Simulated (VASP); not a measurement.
A run of VASP 6.6.1 is set up as follows.

File POSCAR:

```
SiC
1.0
    0.0000000000      2.1790000000      2.2116850000
    2.1790000000      0.0000000000      2.2116850000
    2.1790000000      2.1790000000      0.0000000000
Si C
1 1
Direct
    0.0000000000      0.0000000000      0.0000000000
    0.7591785200      0.7591785200      0.7408214800
```

File INCAR.step1:

```
ALGO     = Normal         # electronic algorithm
EDIFF    = 1E-5           # SCF threshold, eV
EFERMI   = MIDGAP       
ENCUT    = 520            # plane-wave cutoff, eV
GGA      = PE             # functional
GGA_COMPAT= F            
ISIF     = 2              # what is computed and relaxed
ISMEAR   = 0              # smearing method
KPAR     = 8            
LASPH    = T              # aspherical terms in the spheres
LCHARG   = F              # write CHGCAR
LREAL    = F              # projectors in reciprocal space
LWAVE    = T              # write WAVECAR
NBANDS   = 14             # bands
NELM     = 120            # most SCF steps
PREC     = Accurate       # precision mode
SIGMA    = 0.03           # smearing width, eV
```

The input INCAR.step2:

```
ALGO     = Normal         # electronic algorithm
EDIFF    = 1E-6           # SCF threshold, eV
EFERMI   = MIDGAP       
ENCUT    = 520            # plane-wave cutoff, eV
GGA      = PS             # functional
GGA_COMPAT= F            
HFSCREEN = 0.2            # screening, 1/A
ISIF     = 2              # what is computed and relaxed
ISMEAR   = 0              # smearing method
ISTART   = 1            
KPAR     = 8            
LASPH    = T              # aspherical terms in the spheres
LCHARG   = F              # write CHGCAR
LHFCALC  = T              # exact exchange
LREAL    = F              # projectors in reciprocal space
LWAVE    = F              # write WAVECAR
NBANDS   = 14             # bands
NELM     = 120            # most SCF steps
PREC     = Accurate       # precision mode
PRECFOCK = Normal       
SIGMA    = 0.03           # smearing width, eV
```

KPOINTS

```
Automatic mesh
0
Gamma
  6 6 6
  0 0 0
```

Potentials or basis: VASP PAW PBE potentials, release 64 (Si, C).

Run with:

```bash
$ cat potpaw_PBE.64/Si/POTCAR potpaw_PBE.64/C/POTCAR > POTCAR
$ cp INCAR.step1 INCAR
$ mpirun -np 8 vasp_std > vasp.out
$ cp INCAR.step2 INCAR
$ mpirun -np 8 vasp_std > vasp.out
```

(1) Predict the band gap on the k mesh.

(2) What does it give for the pressure?

(3) Predict the largest force.

Results:

(1) 1.90 eV (least direct gap 5.55 eV).

(2) -6.8 GPa.

(3) 0.786 eV/Å.

Caveat: the cell differs from its parent crystal (last atom moved by 0.04 Å along z, cell strained by +1.5% along z); the cell stands under tension; the PAW data sets were made with another functional, which shifts forces and pressure a little.
